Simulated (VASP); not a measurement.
Write the native input for VASP 6.6.1 that does the following.

```yaml
Task: single point
Functional: PBE
Potentials_or_basis: VASP PAW PBE potentials, release 64 (Al, Cr_pv, C)
Cutoff: 520 eV
k_mesh: 12 × 12 × 4
Occupations: gaussian, width 0.1 eV
Spin: no spin polarisation
Dipole_correction: no
Further_INCAR_settings: ALGO = Normal; EDIFF = 1e-06; NBANDS = 41
```

The structure of AlCr2C lies in POSCAR:

```
AlCr2C
1.0
    2.8974920276      0.0000000000      0.0000000000
   -1.4487460138      2.5093017032      0.0000000000
    0.0000000000      0.0000000000     12.9396570229
Al Cr C
2 4 2
Direct
    0.6666666667      0.3333333333      0.2500000000
    0.3333333333      0.6666666667      0.7500000000
    0.3333333333      0.6666666667      0.4179640750
    0.6666666667      0.3333333333      0.9179640750
    0.6666666667      0.3333333333      0.5820359250
    0.3333333333      0.6666666667      0.0820359250
    0.0000000000      0.0000000000      0.5000000000
    0.0000000000      0.0000000000      0.0000000000
```

This cell differs from its parent crystal: volume scaled by 1.06, then relaxed in part.

One way to write it, as run:

INCAR

```
SYSTEM = AlCr2C
PREC = Accurate
ENCUT = 520
EDIFF = 1E-6
ISMEAR = 0
SIGMA = 0.1
LREAL = .FALSE.
LASPH = .TRUE.
NELM = 80
ALGO = Normal
ISIF = 2
LWAVE = .FALSE.
LCHARG = .FALSE.
GGA = PE
NBANDS = 41
```

KPOINTS

```
Automatic mesh
0
G
  12 12 4
  0 0 0
```

Potentials or basis: VASP PAW PBE potentials, release 64 (Al, Cr_pv, C).

Launch:

```bash
$ cat potpaw_PBE.64/Al/POTCAR potpaw_PBE.64/Cr_pv/POTCAR potpaw_PBE.64/C/POTCAR > POTCAR
$ mpirun -np 1 vasp_std > vasp.out
```

Results of the run:

```
Pressure               : -9.5 GPa
Largest force          : 0.039 eV/Å
Band gap on the k mesh : zero (band 31 reaches 9.59 eV, above the bottom of band 32 at 8.80 eV)
```

Run time: 2.1 min on 1 thread of Intel(R) Xeon(R) 6975P-C (Granite Rapids), with other jobs on the host, peak memory 0.33 GiB.
